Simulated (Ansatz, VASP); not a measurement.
## NaP2: VASP beside Ansatz

The input INCAR:

```
  PREC = Accurate
  ENCUT = 600
  EDIFF = 1E-6
  ISMEAR = 0
  SIGMA = 0.1
  LREAL = False
  LASPH = True
  NELM = 60
  ALGO = Normal
  ISIF = 3
  LWAVE = False
  LCHARG = False
  GGA = PE
  IBRION = 2
  NSW = 100
  EDIFFG = -0.01
```

KPOINTS

```
regular mesh
0
Gamma
  12 12 14
```

File POSCAR:

```
NaP2
1.0
    4.4276960840      0.0000000000      0.0000000000
   -2.2138480420      3.8344972890      0.0000000000
    0.0000000000      0.0000000000      3.1114932893
Na P
1 2
Direct
    0.0000000000      0.0000000000      0.0000000000
    0.3333333333      0.6666666667      0.5000000000
    0.6666666667      0.3333333333      0.5000000000
```

Input for Ansatz:

```yaml
crystal:
  lattice:
    - [4.427696084, 0.0, 0.0]
    - [-2.213848042, 3.834497289, 0.0]
    - [0.0, 0.0, 3.1114932893]
  atoms:
    - { symbol: Na, position: [0.0, 0.0, 0.0] }
    - { symbol: P, position: [0.3333333333, 0.6666666667, 0.5] }
    - { symbol: P, position: [0.6666666667, 0.3333333333, 0.5] }
basis:
  ecutwfc: 420
kpoints:
  mp_grid: { grid: [12, 12, 14] }
hamiltonian:
  xc: pbe
scf:
  occupations: { method: gaussian, width: 0.1 }
output:
  forces: true
  stress: true
  eigenvalues: true
  write_density: true
  write_potential: true
  elf: true
  volumetric_format: npy
relax:
  adjacent_minimum: "off"
  f_tol: 0.01
  max_steps: 80
  cell: { stress_tol: 0.05 }
```

Alike in both runs: task relaxation of cell and atoms; functional PBE; k mesh 12 × 12 × 14; occupations gaussian, width 0.1 eV; no spin polarisation.

```csv
,VASP,Ansatz
version,VASP 6.6.1,Ansatz 0.2.0
potentials or method,"VASP PAW PBE potentials, release 64 (Na_pv, P), cutoff 600 eV","scalar-relativistic, plane waves, PAW"
valence electrons in the cell,17,19
```

```tsv
	VASP	Ansatz	Ansatz less VASP
gap on the k mesh at the Fermi level, each at its own relaxed structure (eV)	none	none	-
relaxed volume (Å³/atom)	21.26	21.32	+0.060
relaxed length of the cell vector where the two differ most in proportion (Å)	4.415	4.426	+0.0106
```

A gap of «none» marks a metal or a gap that the smearing closes. VASP's potentials hold 17 valence electrons a cell and Ansatz's 19, so a difference there can come from the potentials and not from the codes.

Noted on VASP's run: the volume moved by over 15 % at a fixed basis, so the end points are rough.
